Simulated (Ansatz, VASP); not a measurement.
Two plane-wave programs on Os

```
Os
1.0
    -2.43817    2.43817    1.31161
     2.43817   -2.43817    1.31161
     2.43817    2.43817   -1.31161
Os
2
Direct
  0.00000 0.00000 0.00000
  0.75000 0.25000 0.50000
```

Alike in both runs: functional PBEsol; k mesh 8 × 8 × 8; occupations gaussian, width 0.1 eV; no spin polarisation.

Ansatz relaxed the structure, and its values are those at the end. VASP's run is a single point on that final structure, the one shown.

|  | VASP | Ansatz |
| --- | --- | --- |
| version | VASP 6.6.1 | Ansatz 0.2.0 |
| potentials or method | VASP PAW PBE potentials, release 64 (Os_sv_GW), cutoff 560 eV | scalar-relativistic, plane waves, PAW |
| valence electrons in the cell | 32 | 32 |

Ansatz gave:

* gap on the k mesh at the Fermi level (eV): none
* pressure (GPa): 0.0

Problem. What did VASP give for the same quantities?

Solution. gap on the k mesh at the Fermi level (eV): none; pressure (GPa): -1.4.

VASP's potentials were made for PBE, not for PBEsol. A gap of «none» marks a metal or a gap that the smearing closes. The functional is the same, so the differences come from potentials, cutoffs and numerics.

Neither program's run includes spin-orbit coupling.
